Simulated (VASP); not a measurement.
# CdS (I-4m2) in VASP: notebook

The runs below take CdS through single point, with PBE.

Everything below comes from runs of VASP 6.6.1. Logs are shortened: lines on timing, memory, paths and dates and some standing lists are left out, and cuts for length are marked.

**1. The cell of the first run**

It takes space group I-4m2 (No. 119, tetragonal). The conventional cell has a = 4.157 Å, b = 4.157 Å, c = 5.820 Å, α = 90.00°, β = 90.00°, γ = 90.00°. Within 3.3 Å of Cd (site symmetry -4m2) lie 4 S at 2.54 Å. S (site symmetry -4m2) has 4 Cd at 2.54 Å within 3.3 Å.

**2. Single point, PBE (uniaxial z strain -1.0%)**

The input, INCAR:

```
PREC = Accurate
ENCUT = 500
EDIFF = 1E-6
ISMEAR = -1
SIGMA = 0.02
LREAL = F
LASPH = T
NELM = 120
ALGO = Normal
ISIF = 2
LWAVE = F
LCHARG = F
GGA = PE
NBANDS = 16
GGA_COMPAT = F
```

The input, KPOINTS:

```
Automatic mesh
0
Gamma
  8 8 8
```

The input, POSCAR:

```
CdS
1.0
    0.0000000000      2.9392148430      2.9098226946
    2.9392148430      0.0000000000      2.9098226946
    2.9392148430      2.9392148430      0.0000000000
Cd S
1 1
Direct
    0.0000000000      0.0000000000      0.0000000000
    0.2500000000      0.2500000000      0.2500000000
```

Potentials or basis: VASP PAW PBE potentials, release 64 (Cd, S).

Started as:

```console
$ cat potpaw_PBE.64/Cd/POTCAR potpaw_PBE.64/S/POTCAR > POTCAR
$ mpirun -np 1 vasp_std > vasp.out
```

OUTCAR:

```text
PREC = Accurate
   ENCUT = 500
   EDIFF = 1E-6
   ISMEAR = -1
   LREAL = F
   LASPH = T
   NELM = 120
   ISIF = 2
   GGA = PE

 ion  position               nearest neighbor table
   1  0.000  0.000  0.000-   2 2.54   2 2.54   2 2.54   2 2.54
   2  0.250  0.250  0.250-   1 2.54   1 2.54   1 2.54   1 2.54

  LATTYP: Found a body centered tetragonal cell.
 ALAT       =     4.1566774937
 C/A-ratio  =     1.4000714268

  Lattice vectors:

 A1 = (   0.0000000000,  -2.9392148430,  -2.9098226946)
 A2 = (   0.0000000000,   2.9392148430,  -2.9098226946)
 A3 = (   2.9392148430,   0.0000000000,   2.9098226946)

Analysis of symmetry for initial positions (statically):
=====================================================================
 Subroutine PRICEL returns:
 Original cell was already a primitive cell.

 Routine SETGRP: Setting up the symmetry group for a
 body centered tetragonal supercell.

 Subroutine GETGRP returns: Found  8 space group operations
 (whereof  8 operations were pure point group operations)
 out of a pool of 16 trial point group operations.

The static configuration has the point symmetry D_2d.

Analysis of symmetry for dynamics (positions and initial velocities):
=====================================================================
 Subroutine PRICEL returns:
 Original cell was already a primitive cell.

 Routine SETGRP: Setting up the symmetry group for a
 body centered tetragonal supercell.

 Subroutine GETGRP returns: Found  8 space group operations
 (whereof  8 operations were pure point group operations)
 out of a pool of 16 trial point group operations.

The dynamic configuration has the point symmetry D_2d.

 Subroutine INISYM returns: Found  8 space group operations
 (whereof  8 operations are pure point group operations),
 and found     1 'primitive' translations

----------------------------------------------------------------------------------------

                                     Primitive cell

  volume of cell :      50.2758

  direct lattice vectors                    reciprocal lattice vectors
[... 79 lines left out ...]
   ISTART =      0    job   : 0-new  1-cont  2-samecut
   ICHARG =      2    charge: 1-file 2-atom 10-const
   ISPIN  =      1    spin polarized calculation?
   LNONCOLLINEAR =      F non collinear calculations
   LSORBIT =      F    spin-orbit coupling
   LASPH  =      T    aspherical Exc in radial PAW
   ENCUT  =  500.0 eV  36.75 Ry    6.06 a.u.   7.54  7.54  7.58*2*pi/ulx,y,z
   NELM   =    120;   NELMIN=  2; NELMDL= -5     # of ELM steps
   EDIFF  = 0.1E-05   stopping-criterion for ELM
   LREAL  =      F    real-space projection
   EDIFFG = 0.1E-04   stopping-criterion for IOM
   NSW    =      0    number of steps for IOM
   IBRION =     -1    ionic relax: 0-MD 1-quasi-New 2-CG
   NFREE  =      0    steps in history (QN), initial steepest desc. (CG)
   ISIF   =      2    stress and relaxation
   ISYM   =      2    0-nonsym 1-usesym 2-fastsym
   POTIM  = 0.5000    time-step for ionic-motion
   TEBEG  =    0.0;   TEEND  =   0.0 temperature during run
   PSTRESS=    0.0 pullay stress
   NELECT =      18.0000    total number of electrons
   NUPDOWN=      -1.0000    fix difference up-down
   EMIN   =  10.00;   EMAX   =-10.00  energy-range for DOS
   EFERMI =   0.00;   METHOD = LEGACY
   ISMEAR =    -1;   SIGMA  =   0.02  broadening in eV -4-tet -1-fermi 0-gaus
   EFERMI_NEDOS =   21; number of points for ismear=-14 and -15
   IALGO  =     38    algorithm
   IMIX   =      4    mixing-type and parameters
     AMIX     =   0.40;   BMIX     =  1.00
     AMIX_MAG =   1.60;   BMIX_MAG =  1.00
  volume/ion in A,a.u.               =      25.14       169.64
  Fermi-wavevector in a.u.,A,eV,Ry     =   1.162463  2.196737 18.385839  1.351321
  Thomas-Fermi vector in A             =   2.299024
   LORBIT       =      0    0 simple, 1 ext, 2 COOP (PROOUT), +10 PAW based schemes
   GGA     = PE    functional components
   LHFCALC =     F    Hartree Fock is set to
   AEXX    =    0.0000 exact exchange contribution
   IVDW    =     0    specifies the selected vdW correction
   LEPSILON=     F    determine dielectric tensor
   LRPA    =     F    only Hartree local field effects (RPA)
 non-spin polarized calculation
  energy-cutoff  :      500.00
  volume of cell :       50.28
 maximum number of plane-waves:      1295
   NGX = 15   NGY = 15   NGZ = 15

 number of electron      17.9999997 magnetization

 Free energy of the ion-electron system (eV)
  ---------------------------------------------------
  ext. energy  EPLUGINS =         0.00000000
  ---------------------------------------------------
  free energy    TOTEN  =        -6.13251810 eV

  energy without entropy =       -6.13251810  energy(sigma->0) =       -6.13251810

 E-fermi :   1.5986     XC(G=0):  -9.0879

 val. band max:        1.2210999959   @ k =   0.0000   0.0000   0.0000
 cond. band min:       2.3220136009   @ k =   0.0000   0.0000   0.0000
 fundamental gap:      1.1009136050
 Fermi energy:         1.5986425857

 k-point     1 :       0.0000    0.0000    0.0000
  band No.  band energies     occupation
      1     -11.0874      2.00000
      2      -6.4811      2.00000
      3      -6.4811      2.00000
      4      -6.4752      2.00000
      5      -6.0192      2.00000
      6      -6.0154      2.00000
[... 433 lines left out ...]
      3      -6.3420      2.00000
      4      -6.0864      2.00000
      5      -5.9798      2.00000
      6      -5.9333      2.00000
[... 8 lines left out ...]
     15      13.1501      0.00000
     16      13.3483      0.00000

 [... further k-points ...]

------------------------ aborting loop because EDIFF is reached ----------------------------------------

  FORCE on cell =-STRESS in cart. coord.  units (eV):
  Direction    XX          YY          ZZ          XY          YZ          ZX
  --------------------------------------------------------------------------------------
  -------------------------------------------------------------------------------------
  Total        0.7121266      0.7121266      0.7647446      0.0000000      0.0000000      0.0000000
  in kB       22.6938723     22.6938723     24.3706885      0.0000000      0.0000000      0.0000000
  external PRESSURE =      23.2528110 kB  Pullay stress =       0.0000000 kB

 VOLUME and BASIS-vectors are now :
 -----------------------------------------------------------------------------
  energy-cutoff  :      500.00
  volume of cell :       50.28
      direct lattice vectors                 reciprocal lattice vectors
     0.000000000  2.939214843  2.909822695    -0.170113458  0.170113458  0.171831775
     2.939214843  0.000000000  2.909822695     0.170113458 -0.170113458  0.171831775
     2.939214843  2.939214843  0.000000000     0.170113458  0.170113458 -0.171831775

 POSITION                                       TOTAL-FORCE (eV/Angst)
 -----------------------------------------------------------------------------------
      0.00000      0.00000      0.00000        -0.000000     -0.000000      0.000000
      1.46961      1.46961      1.45491         0.000000      0.000000      0.000000
 -----------------------------------------------------------------------------------
    total drift:                               -0.000000     -0.000000      0.000000

  FREE ENERGIE OF THE ION-ELECTRON SYSTEM (eV)
  ---------------------------------------------------
  free  energy   TOTEN  =        -6.1325180985 eV

  energy  without entropy=       -6.1325180985  energy(sigma->0) =       -6.13251810
```

stdout:

```text
POSCAR found type information on POSCAR CdS
 POSCAR found :  2 types and       2 ions
 scaLAPACK will be used
 LDA part: xc-table for (Slater+PW92), standard interpolation
 POSCAR, INCAR and KPOINTS ok, starting setup
 FFT: planning ... GRIDC
 FFT: planning ... GRID_SOFT
 FFT: planning ... GRID
 WAVECAR not read
 entering main loop
```

Run time: 20 s. Hardware: 1 thread of Intel Xeon 6975P-C (Granite Rapids), shared host; peak memory 0.19 GiB.

Results:

```
Free energy            : -6.1325 eV
Pressure               : 2.3 GPa
Band gap on the k mesh : 1.10 eV
```

Levels at points of the mesh, in eV from the valence-band top:
| k point | band 6 | band 7 | band 8 | band 9 | band 10 | band 11 | band 12 | band 13 |
| --- | --- | --- | --- | --- | --- | --- | --- | --- |
| (0.00, 0.00, 0.00) | -7.24 | -0.03 | -0.03 | 0.00 | 1.10 | 6.53 | 6.53 | 6.53 |
| (0.50, 0.00, 0.00) | -6.87 | -4.34 | -0.77 | -0.73 | 2.98 | 6.95 | 7.03 | 7.42 |
| (0.50, 0.50, 0.00) | -6.79 | -3.87 | -1.88 | -1.88 | 3.53 | 4.26 | 9.22 | 10.67 |
| (0.50, 0.00, 0.50) | -6.81 | -3.93 | -1.85 | -1.83 | 3.57 | 4.34 | 9.12 | 10.64 |

Caveat: the cell differs from its parent crystal (uniaxial z strain -1.0%).

**3. Single point, PBE (uniaxial z strain +1.0%)**

The input, INCAR:

```
ALGO = Normal
EDIFF = 1E-6
ENCUT = 500
GGA = PE
GGA_COMPAT = F
ISIF = 2
ISMEAR = -1
LASPH = T
LCHARG = F
LREAL = F
LWAVE = F
NBANDS = 16
NELM = 120
PREC = Accurate
SIGMA = 0.02
```

The input, KPOINTS:

```
k-points
0
Gamma
  8 8 8
```

The input, POSCAR:

```
CdS
1.0
    0.0000000000      2.9392148430      2.9686069915
    2.9392148430      0.0000000000      2.9686069915
    2.9392148430      2.9392148430      0.0000000000
Cd S
1 1
Direct
    0.0000000000      0.0000000000      0.0000000000
    0.2500000000      0.2500000000      0.2500000000
```

Potentials or basis: VASP PAW PBE potentials, release 64 (Cd, S).

Started as:

```console
$ cat potpaw_PBE.64/Cd/POTCAR potpaw_PBE.64/S/POTCAR > POTCAR
$ mpirun -np 1 vasp_std > vasp.out
```

OUTCAR:

```text
EDIFF = 1E-6
   ENCUT = 500
   GGA = PE
   ISIF = 2
   ISMEAR = -1
   LASPH = T
   LREAL = F
   NELM = 120
   PREC = Accurate

 ion  position               nearest neighbor table
   1  0.000  0.000  0.000-   2 2.55   2 2.55   2 2.55   2 2.55
   2  0.250  0.250  0.250-   1 2.55   1 2.55   1 2.55   1 2.55

  LATTYP: Found a body centered tetragonal cell.
 ALAT       =     4.1566774937
 C/A-ratio  =     1.4283556980

  Lattice vectors:

 A1 = (  -2.9392148430,   0.0000000000,   2.9686069915)
 A2 = (   2.9392148430,   0.0000000000,   2.9686069915)
 A3 = (   0.0000000000,   2.9392148430,  -2.9686069915)

Analysis of symmetry for initial positions (statically):
=====================================================================
 Subroutine PRICEL returns:
 Original cell was already a primitive cell.

 Routine SETGRP: Setting up the symmetry group for a
 body centered tetragonal supercell.

 Subroutine GETGRP returns: Found  8 space group operations
 (whereof  8 operations were pure point group operations)
[... 160 lines left out ...]

  energy without entropy =       -6.14351312  energy(sigma->0) =       -6.14351312

 E-fermi :   1.4539     XC(G=0):  -8.9950

 val. band max:        1.0451093076   @ k =   0.0000   0.0000   0.0000
 cond. band min:       2.1111764181   @ k =   0.0000   0.0000   0.0000
 fundamental gap:      1.0660671105
 Fermi energy:         1.4539218712

 k-point     1 :       0.0000    0.0000    0.0000
  band No.  band energies     occupation
      1     -11.1358      2.00000
      2      -6.5823      2.00000
      3      -6.5764      2.00000
      4      -6.5764      2.00000
      5      -6.1444      2.00000
      6      -6.1411      2.00000
[... 433 lines left out ...]
      3      -6.4509      2.00000
      4      -6.2079      2.00000
      5      -6.1065      2.00000
      6      -6.0518      2.00000
[... 8 lines left out ...]
     15      12.9483      0.00000
     16      13.1329      0.00000

 [... further k-points ...]

------------------------ aborting loop because EDIFF is reached ----------------------------------------

  FORCE on cell =-STRESS in cart. coord.  units (eV):
  Direction    XX          YY          ZZ          XY          YZ          ZX
  --------------------------------------------------------------------------------------
  -------------------------------------------------------------------------------------
  Total        0.3735592      0.3735592      0.3137793      0.0000000     -0.0000000     -0.0000000
  in kB       11.6687596     11.6687596      9.8014300      0.0000000     -0.0000000     -0.0000000
  external PRESSURE =      11.0463164 kB  Pullay stress =       0.0000000 kB

 VOLUME and BASIS-vectors are now :
 -----------------------------------------------------------------------------
  energy-cutoff  :      500.00
  volume of cell :       51.29
      direct lattice vectors                 reciprocal lattice vectors
     0.000000000  2.939214843  2.968606992    -0.170113458  0.170113458  0.168429166
     2.939214843  0.000000000  2.968606992     0.170113458 -0.170113458  0.168429166
     2.939214843  2.939214843  0.000000000     0.170113458  0.170113458 -0.168429166

 POSITION                                       TOTAL-FORCE (eV/Angst)
 -----------------------------------------------------------------------------------
      0.00000      0.00000      0.00000        -0.000000     -0.000000     -0.000000
      1.46961      1.46961      1.48430         0.000000      0.000000      0.000000
 -----------------------------------------------------------------------------------
    total drift:                               -0.000000     -0.000000     -0.000000

  FREE ENERGIE OF THE ION-ELECTRON SYSTEM (eV)
  ---------------------------------------------------
  free  energy   TOTEN  =        -6.1435131209 eV

  energy  without entropy=       -6.1435131209  energy(sigma->0) =       -6.14351312
```

OSZICAR:

```text
N       E                     dE             d eps       ncg     rms          rms(c)
DAV:   1     0.104023479164E+03    0.10402E+03   -0.88487E+03  1968   0.992E+02
DAV:   2    -0.268435721496E+01   -0.10671E+03   -0.10068E+03  2328   0.249E+02
DAV:   3    -0.666861364104E+01   -0.39843E+01   -0.39774E+01  2360   0.500E+01
DAV:   4    -0.669309472206E+01   -0.24481E-01   -0.24479E-01  2432   0.380E+00
DAV:   5    -0.669343291961E+01   -0.33820E-03   -0.33819E-03  2328   0.422E-01    0.755E+00
DAV:   6    -0.616127788573E+01    0.53216E+00   -0.85769E-01  2856   0.113E+01    0.615E+00
DAV:   7    -0.614311660686E+01    0.18161E-01   -0.18902E-01  2312   0.297E+00    0.305E+00
DAV:   8    -0.614335571748E+01   -0.23911E-03   -0.16834E-02  2304   0.162E+00    0.282E-01
DAV:   9    -0.614329535162E+01    0.60366E-04   -0.19520E-03  2368   0.632E-01    0.603E-02
DAV:  10    -0.614343409152E+01   -0.13874E-03   -0.24460E-04  2336   0.151E-01    0.705E-02
DAV:  11    -0.614352027702E+01   -0.86186E-04   -0.13954E-04  2216   0.901E-02    0.251E-02
DAV:  12    -0.614351216896E+01    0.81081E-05   -0.23477E-05  2600   0.604E-02    0.966E-03
DAV:  13    -0.614351330967E+01   -0.11407E-05   -0.34088E-06  2312   0.109E-02    0.769E-03
DAV:  14    -0.614351312091E+01    0.18876E-06   -0.22449E-07  2048   0.299E-03
   1 F= -.61435131E+01 E0= -.61435131E+01  d E =-.510136E-11
```

stdout:

```text
POSCAR found type information on POSCAR CdS
 POSCAR found :  2 types and       2 ions
 scaLAPACK will be used
 LDA part: xc-table for (Slater+PW92), standard interpolation
 POSCAR, INCAR and KPOINTS ok, starting setup
 FFT: planning ... GRIDC
 FFT: planning ... GRID_SOFT
 FFT: planning ... GRID
 WAVECAR not read
 entering main loop
```

It took 19 s on 1 thread of Intel Xeon 6975P-C (Granite Rapids), shared host; peak memory 0.19 GiB.

Results:

```yaml
Free_energy: -6.1435 eV
Pressure: 1.1 GPa
Band_gap_on_the_k_mesh: 1.07 eV
```

Caveat: the cell differs from its parent crystal (uniaxial z strain +1.0%).

**4. Single point, PBE (uniaxial z strain +3.0%)**

The input, INCAR:

```
SYSTEM = CdS
  ALGO = Normal
  EDIFF = 1E-6
  ENCUT = 500
  GGA = PE
  GGA_COMPAT = .False.
  ISIF = 2
  ISMEAR = -1
  LASPH = .True.
  LCHARG = .False.
  LREAL = .False.
  LWAVE = .False.
  NBANDS = 16
  NELM = 120
  PREC = Accurate
  SIGMA = 0.02
```

The input, KPOINTS:

```
k-points
0
Gamma
  8 8 8
  0 0 0
```

The input, POSCAR:

```
CdS
1.0
    0.0000000000      2.9392148430      3.0273912883
    2.9392148430      0.0000000000      3.0273912883
    2.9392148430      2.9392148430      0.0000000000
Cd S
1 1
Direct
    0.0000000000      0.0000000000      0.0000000000
    0.2500000000      0.2500000000      0.2500000000
```

Started as:

```console
$ cat potpaw_PBE.64/Cd/POTCAR potpaw_PBE.64/S/POTCAR > POTCAR
$ mpirun -np 1 vasp_std > vasp.out
```

Run time: 16 s. Hardware: 1 thread of Intel Xeon 6975P-C (Granite Rapids), shared host; peak memory 0.2 GiB.

Results (log left out):

- Free energy: -6.1455 eV
- Pressure: 0.0 GPa
- Band gap on the k mesh: 1.00 eV

Stress tensor (GPa, compression positive):
```
 0.19  0.00  0.00
 0.00  0.19  0.00
 0.00  0.00 -0.43
```

Levels at points of the mesh, in eV from the valence-band top:
| k point | band 5 | band 6 | band 7 | band 8 | band 9 | band 10 | band 11 | band 12 | band 13 | band 14 |
| --- | --- | --- | --- | --- | --- | --- | --- | --- | --- | --- |
| (0.00, 0.00, 0.00) | -7.18 | -7.17 | -0.09 | 0.00 | 0.00 | 1.00 | 6.53 | 6.53 | 6.53 | 11.03 |
| (0.50, 0.00, 0.00) | -7.13 | -6.84 | -4.12 | -0.76 | -0.65 | 2.89 | 6.87 | 7.09 | 7.29 | 10.89 |
| (0.50, 0.50, 0.00) | -7.10 | -6.81 | -3.86 | -1.65 | -1.65 | 3.68 | 4.40 | 8.80 | 10.48 | 10.48 |
| (0.50, 0.00, 0.50) | -7.10 | -6.76 | -3.70 | -1.79 | -1.74 | 3.58 | 4.17 | 9.08 | 10.24 | 10.55 |

Caveat: the cell differs from its parent crystal (uniaxial z strain +3.0%).

**5. Single point, PBE (uniaxial z strain -3.0%)**

The input, INCAR:

```
SYSTEM = CdS
ALGO = Normal
EDIFF = 1E-6
ENCUT = 520
GGA = PE
ISIF = 2
ISMEAR = 0
LASPH = .TRUE.
LCHARG = .TRUE.
LELF = .TRUE.
LREAL = .FALSE.
LVHAR = .TRUE.
LWAVE = .FALSE.
NBANDS = 16
NELM = 60
PREC = Accurate
SIGMA = 0.01
```

The input, KPOINTS:

```
k-points
0
G
  4 4 4
  0 0 0
```

The input, POSCAR:

```
CdS
1.0
    0.0000000000      2.9392148430      2.8510383978
    2.9392148430      0.0000000000      2.8510383978
    2.9392148430      2.9392148430      0.0000000000
Cd S
1 1
Direct
    0.0000000000      0.0000000000      0.0000000000
    0.2500000000      0.2500000000      0.2500000000
```

Started as:

```console
$ cat potpaw_PBE.64/Cd/POTCAR potpaw_PBE.64/S/POTCAR > POTCAR
$ mpirun -np 1 vasp_std > vasp.out
```

Wall time 8.2 s (1 thread of AMD EPYC 7R13 (Zen 3), shared host); peak memory 0.14 GiB.

It converged, with:

* Free energy: -6.0784 eV
* Pressure: 3.8 GPa
* Band gap on the k mesh: 1.10 eV

Stress tensor (GPa, compression positive):
```
3.69 0.00 0.00
0.00 3.69 0.00
0.00 0.00 4.13
```

Levels at points of the mesh, in eV from the valence-band top:
```tsv
k point	band 5	band 6	band 7	band 8	band 9	band 10	band 11	band 12	band 13	band 14
(0.00, 0.00, 0.00)	-7.35	-7.34	-0.09	-0.09	0.00	1.10	6.48	6.48	6.48	11.22
(0.50, 0.00, 0.00)	-7.30	-6.96	-4.51	-0.88	-0.76	2.95	6.83	7.07	7.45	11.03
(0.50, 0.50, 0.00)	-7.25	-6.85	-3.93	-2.04	-2.04	3.40	4.12	9.41	10.71	10.71
(0.50, 0.00, 0.50)	-7.26	-6.91	-4.11	-1.95	-1.89	3.51	4.38	9.10	10.60	10.93
```

Caveat: the k points lie up to 0.47 Å⁻¹ apart; the cell differs from its parent crystal (uniaxial z strain -3.0%).

(Continued in part 2 of 2.)
